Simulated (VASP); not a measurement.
Crystal: HfSi3O8.

```
Hf Si O
1.0
     5.50146    0.00000    0.00000
     0.00000    5.50146    0.00000
     0.00000    0.00000    7.98639
Hf Si O
1 3 8
Direct
  0.00000 0.00000 0.50000
  0.50000 0.00000 0.77929
  0.00000 0.50000 0.22071
  0.50000 0.50000 0.00000
  0.73377 0.00000 0.65662
  0.24906 0.50000 0.10909
  0.26623 0.00000 0.65662
  0.75094 0.50000 0.10909
  0.00000 0.26623 0.34338
  0.50000 0.75094 0.89092
  0.00000 0.73377 0.34338
  0.50000 0.24906 0.89092
```

Base run:

- Program: VASP 6.6.1
- Functional: PBE
- Potentials or basis: VASP PAW PBE potentials, release 64 (Hf_pv, Si, O)
- Cutoff: 520 eV
- k mesh: 4 × 4 × 4
- Occupations: gaussian, width 0.02 eV
- Spin: no spin polarisation

Its results: band gap on the k mesh 4.66 eV, indirect (least direct gap 4.71 eV); pressure -0.2 GPa; largest force 0.193 eV/Å.

Q: The run is repeated on the same cell with these changes: functional from PBE to r2SCAN; further incar settings from ALGO = Normal; EDIFF = 1e-07; NBANDS = 47 to ALGO = Normal; EDIFF = 1e-06; NBANDS = 47. What comes out?

A: Band gap on the k mesh 5.23 eV, indirect (least direct gap 5.27 eV); pressure -3.2 GPa; largest force 0.048 eV/Å.

Caveats: spin-orbit coupling is left out, which moves the levels of the heavy elements; the PAW data sets were made with another functional, which shifts forces and pressure a little (some runs).

A k mesh can miss the band edges.
